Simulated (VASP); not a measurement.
Wanted: the native input for a VASP 6.6.1 run.

| Quantity | Value |
| --- | --- |
| Task | single point |
| Functional | PBEsol |
| Potentials or basis | VASP PAW PBE potentials, release 64 (Al, N) |
| Cutoff | 520 eV |
| k mesh | 2 × 2 × 2, shifted |
| Occupations | fermi-dirac, width 0.0388 eV |
| Spin | no spin polarisation |
| Dipole correction | no |
| Further INCAR settings | LREAL = Auto; ALGO = Normal; EDIFF = 1e-07; NBANDS = 46 |

The structure of AlN lies in POSCAR:

```
AlN
1.0
   -4.3824988109      4.3824988109      0.0000000000
   -4.3824988109      0.0000000000      4.3824988109
    0.0000000000      4.3824988109      4.3824988109
Al N
8 8
Direct
    0.0048341143     -0.0212646949      0.0021053058
    0.4901440006     -0.0054830591     -0.0161395366
    0.0306362890      0.4819429716     -0.0136795245
    0.0124640079     -0.0296416509      0.5079219861
    0.5179728730      0.4567742255      0.0109345152
    0.5052834229     -0.0415514089      0.5084704175
    0.0094050225      0.4728787364      0.4963667063
    0.5231097826      0.4875957969      0.4739134201
    0.6518188876      0.5993134541      0.1132494318
    0.1425116188      0.6050420352      0.1209446991
    0.6349398186      0.0924518220      0.1291856597
    0.6330204798      0.6010964552      0.6213095810
    0.1300784152      0.1113105835      0.1246342609
    0.1390117890      0.5939937721      0.6113523621
    0.6352871091      0.0949335112      0.6286151164
    0.1346914227      0.1065775532      0.6364209371
```

This cell differs from its parent crystal: dynamics (nvt langevin) at 450 K, volume x 1.01, from the last frame before.

These files were run (other wordings do the same):

INCAR

```
ALGO = Normal
EDIFF = 1E-7
ENCUT = 520
GGA = PS
ISIF = 2
ISMEAR = -1
LASPH = T
LCHARG = F
LREAL = Auto
LWAVE = F
NBANDS = 46
NELM = 100
PREC = Accurate
SIGMA = 0.0388
```

KPOINTS

```
Automatic mesh
0
Gamma
  2 2 2
  0.5 0.5 0.5
```

Potentials or basis: VASP PAW PBE potentials, release 64 (Al, N).

The run is started by

```console
$ cat potpaw_PBE.64/Al/POTCAR potpaw_PBE.64/N/POTCAR > POTCAR
$ mpirun -np 1 vasp_std > vasp.out
```

Results of the run:

```yaml
Pressure: 0.2 GPa
Largest_force: 2.650 eV/Å
Band_gap_on_the_k_mesh: 3.86 eV
```

Caveat: the k points lie up to 0.62 Å⁻¹ apart; the atoms stand as in a frame of molecular dynamics; the PAW data sets were made with another functional, which shifts forces and pressure a little; a shifted mesh leaves out Γ, where band edges can lie.

Wall time 5.5 min on 1 thread of Intel(R) Xeon(R) Platinum 8259CL CPU @ 2.50GHz (Skylake/Cascade Lake), on a shared host, peak memory 0.34 GiB.
